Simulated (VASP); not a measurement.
Write the native input for VASP 6.6.1 that does the following.

```yaml
Task: single point
Functional: PBE
Potentials_or_basis: VASP PAW PBE potentials, release 64 (Sr_sv, O)
Cutoff: 600 eV
k_mesh: 2 × 2 × 2
Occupations: gaussian, width 0.1 eV
Spin: no spin polarisation
Dipole_correction: no
Further_INCAR_settings: ALGO = Normal; EDIFF = 1e-06; NBANDS = 15
```

The structure of SrO lies in POSCAR:

```
SrO
1.0
    0.0000000000      2.5837846888      2.5837846888
    2.5837846888      0.0000000000      2.5837846888
    2.5837846888      2.5837846888      0.0000000000
Sr O
1 1
Direct
    0.5000000000      0.5000000000      0.5000000000
    0.0000000000      0.0000000000      0.0000000000
```

The input as run:

INCAR

```
PREC = Accurate
ENCUT = 600
EDIFF = 1E-6
ISMEAR = 0
SIGMA = 0.1
LREAL = F
LASPH = T
NELM = 120
ALGO = Normal
ISIF = 2
LWAVE = F
LCHARG = F
GGA = PE
NBANDS = 15
GGA_COMPAT = F
```

KPOINTS

```
Automatic mesh
0
Gamma
  2 2 2
```

Potentials or basis: VASP PAW PBE potentials, release 64 (Sr_sv, O).

Run with:

```console
$ cat potpaw_PBE.64/Sr_sv/POTCAR potpaw_PBE.64/O/POTCAR > POTCAR
$ mpirun -np 1 vasp_std > vasp.out
```

Results of the run:

```
Pressure               : 2.3 GPa
Band gap on the k mesh : 3.06 eV, indirect (least direct gap 3.17 eV)
```

Caveat: the k points lie up to 1.05 Å⁻¹ apart.

It took 6.1 s on 1 thread of Intel(R) Xeon(R) 6975P-C (Granite Rapids) (shared host), peak memory 0.16 GiB.
